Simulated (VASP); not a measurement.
The system is Zn2CdTe3.

```
Zn Cd Te
1.0
     3.79205    2.18934    3.59760
    -3.79205    2.18934    3.59760
     0.00000   -4.37868    3.59760
Zn Cd Te
2 1 3
Direct
  0.88031 0.88031 0.88031
  0.11969 0.11969 0.11969
  0.50000 0.50000 0.50000
  0.50000 0.50000 0.00000
  0.00000 0.50000 0.50000
  0.50000 0.00000 0.50000
```

The cell was generated, and may not be a known phase.

- Program: VASP 6.6.1
- Task: relaxation of cell and atoms
- Functional: PBE
- Potentials or basis: VASP PAW PBE potentials, release 64 (Zn, Cd, Te)
- Cutoff: 600 eV
- k mesh: 6 × 6 × 6
- Occupations: gaussian, width 0.1 eV
- Spin: no spin polarisation

At the start: pressure -0.1 GPa; volume 29.87 Å³/atom.

Problem. Where does the relaxation end?

Solution. Over 25 steps the energy falls by 61.6 meV/atom and the volume is 31.33 Å³/atom (+4.9 %); space group R-3m (No. 166, to 0.1 Å) before and after.

Step by step:
| step | energy change (eV) | largest force (eV/Å) | pressure (GPa) | volume (Å³) |
| --- | --- | --- | --- | --- |
| 1 | 0.0000 | 0.0283 | -0.11 | 179.21 |
| 2 | -0.0175 | 0.0850 | 0.09 | 178.66 |
| 3 | -0.0518 | 0.2918 | 0.80 | 176.87 |
| 4 | -0.0464 | 1.0039 | 2.66 | 172.55 |
| 5 | -0.0675 | 0.5256 | 1.44 | 175.24 |
| 6 | -0.0647 | 0.7862 | 2.10 | 173.68 |
| 7 | -0.0689 | 0.6589 | 1.81 | 174.41 |
| 8 | -0.0746 | 0.6720 | 1.78 | 174.60 |
| 9 | -0.0908 | 0.7136 | 1.73 | 175.16 |
| 10 | -0.1180 | 0.8060 | 1.68 | 176.22 |
| 11 | -0.1633 | 1.0186 | 1.72 | 178.09 |
| 12 | -0.2135 | 1.5044 | 1.84 | 180.75 |
| 13 | -0.2776 | 1.1660 | 1.09 | 184.13 |
| 14 | -0.3151 | 0.7099 | 0.15 | 189.27 |
| 15 | -0.3155 | 0.6725 | 0.07 | 189.74 |
| 16 | -0.3345 | 0.5233 | 0.09 | 189.03 |
| 17 | -0.3656 | 0.1507 | 0.28 | 186.81 |
| 18 | -0.3671 | 0.0650 | 0.36 | 186.18 |
| 19 | -0.3689 | 0.0433 | 0.13 | 187.22 |
| 20 | -0.3693 | 0.0312 | 0.02 | 187.82 |
| 21 | -0.3693 | 0.0276 | 0.00 | 188.00 |
| 22 | -0.3693 | 0.0242 | -0.03 | 188.17 |
| 23 | -0.3693 | 0.0261 | -0.01 | 188.08 |
| 24 | -0.3693 | 0.0164 | -0.02 | 188.04 |
| 25 | -0.3694 | 0.0051 | 0.00 | 187.96 |

Final structure:
```cif
data_structure
_symmetry_space_group_name_H-M 'P 1'
_symmetry_Int_Tables_number 1
_cell_length_a 5.7740
_cell_length_b 5.7740
_cell_length_c 5.7740
_cell_angle_alpha 96.889
_cell_angle_beta 96.889
_cell_angle_gamma 96.889
_cell_volume 187.96
loop_
_atom_site_label
_atom_site_type_symbol
_atom_site_fract_x
_atom_site_fract_y
_atom_site_fract_z
_atom_site_occupancy
Zn1 Zn 0.85987 0.85987 0.85987 1
Zn2 Zn 0.14013 0.14013 0.14013 1
Cd1 Cd 0.50000 0.50000 0.50000 1
Te1 Te 0.50000 0.50000 0.00000 1
Te2 Te 0.00000 0.50000 0.50000 1
Te3 Te 0.50000 0.00000 0.50000 1
```
